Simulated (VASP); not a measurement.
Pt, 2 atoms in the cell. Symmetry: P6_3/mmc, No. 194, hexagonal system. The conventional cell has a = 2.761 Å, b = 2.761 Å, c = 4.792 Å, α = 90.00°, β = 90.00°, γ = 120.00°. Within 3.6 Å of Pt (site symmetry -6m2) lie 12 Pt at 2.76 to 2.88 Å. 

```yaml
Program: VASP 6.6.1
Task: single point
Functional: LDA
Potentials_or_basis: VASP PAW LDA potentials, release 64 (Pt_sv_GW)
Cutoff: 500 eV
k_mesh: 11 × 11 × 6
Occupations: fermi-dirac, width 0.05 eV
Spin: no spin polarisation
Dipole_correction: no
Second_run: valence_matched
Further_INCAR_settings: ALGO = Normal; EDIFF = 1e-06; NBANDS = 25
```

Potentials or basis: VASP PAW LDA potentials, release 64 (Pt_sv_GW).

The run is started by

```sh
$ cat potpaw_LDA.64/Pt_sv_GW/POTCAR > POTCAR
$ mpirun -np 1 vasp_std > vasp.out
```

Hardware: 1 thread of Intel(R) Xeon(R) Platinum 8375C CPU @ 2.90GHz (Ice Lake), on a shared host.

Estimate the wall time of this run.

Run time: 24 s on 1 thread of Intel(R) Xeon(R) Platinum 8375C CPU @ 2.90GHz (Ice Lake) (shared host), peak memory 0.16 GiB. Counts: scf iterations 11, k points 64.
